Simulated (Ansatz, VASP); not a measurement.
# One calculation of MoI, two programs

```
Mo I
1.0
     0.00000    3.17885    3.17885
     3.17885    0.00000    3.17885
     3.17885    3.17885    0.00000
Mo I
1 1
Cartesian
  0.0000 0.0000 0.0000
  4.7683 4.7683 4.7683
```

Alike in both runs: task relaxation of cell and atoms; functional PBE; k mesh 7 × 7 × 7; occupations fermi-dirac, width 0.05 eV; no spin polarisation; Hubbard terms Mo d U = 8 eV.

|  | VASP | Ansatz |
| --- | --- | --- |
| version | VASP 6.6.1 | Ansatz 0.2.0 |
| potentials or method | VASP PAW PBE potentials, release 64 (Mo_sv, I) | Ansatz PAW |
| plane-wave cutoff (eV) | 600 | 420 |
| valence electrons in the cell | 21 | 31 |

VASP gave:

| Item | Value |
| --- | --- |
| gap on the k mesh at the Fermi level, each at its own relaxed structure (eV) | none |
| relaxed volume (Å³/atom) | 35.28 |
| relaxed cell length with the largest relative difference (Å) | 4.638 |

Question: Which values does Ansatz return?

Answer: gap on the k mesh at the Fermi level, each at its own relaxed structure (eV): none; relaxed volume (Å³/atom): 34.97; relaxed cell length with the largest relative difference (Å): 4.625.

The programs project onto different local orbitals, so the same U acts differently, and such runs can settle in different states. A gap of «none» marks a metal or a gap that the smearing closes. VASP's potentials hold 21 valence electrons a cell and Ansatz's 31, so a difference there can come from the potentials and not from the codes.

Neither program's run includes spin-orbit coupling. Noted on Ansatz's run: the plane-wave basis is chosen anew once the cell has moved, so the energies of steps on either side of that aren't comparable.
